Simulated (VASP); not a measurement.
A run of VASP 6.6.1:

File INCAR:

```
SYSTEM = BaTe
PREC     = Accurate       ! precision mode
ENCUT    = 520            ! plane-wave cutoff, eV
EDIFF    = 1E-6           ! SCF threshold, eV
ISMEAR   = 0              ! smearing method
SIGMA    = 0.05           ! smearing width, eV
LREAL    = .FALSE.        ! projectors in reciprocal space
LASPH    = .TRUE.         ! aspherical terms in the spheres
NELM     = 60             ! most SCF steps
ALGO     = Normal         ! electronic algorithm
ISIF     = 2              ! what is computed and relaxed
LWAVE    = .FALSE.        ! write WAVECAR
LCHARG   = .FALSE.        ! write CHGCAR
GGA      = PS             ! functional
NBANDS   = 24             ! bands
```

KPOINTS

```
Automatic mesh
0
G
  8 8 6
  0 0 0
```

File POSCAR:

```
BaTe
1.0
    4.8488408938      0.0000000000      0.0000000000
   -2.4244204469      4.1992193930      0.0000000000
    0.0000000000      0.0000000000      8.6001762635
Ba Te
2 2
Direct
    0.3333333333      0.6666666667      0.2500000000
    0.6666666667      0.3333333333      0.7500000000
    0.0000000000      0.0000000000      0.0000000000
    0.0000000000      0.0000000000      0.5000000000
```

Potentials or basis: VASP PAW PBE potentials, release 64 (Ba_sv, Te).

The run is started by

```bash
$ cat potpaw_PBE.64/Ba_sv/POTCAR potpaw_PBE.64/Te/POTCAR > POTCAR
$ mpirun -np 1 vasp_std > vasp.out
```

Hardware: 1 thread of Intel(R) Xeon(R) Platinum 8488C (Sapphire Rapids), on a shared host.

Task: How long does it take, and how much memory?

Result: It took 2.1 min on 1 thread of Intel(R) Xeon(R) Platinum 8488C (Sapphire Rapids), with other jobs on the host, peak memory 0.37 GiB. Counts: scf iterations 14, k points 40.
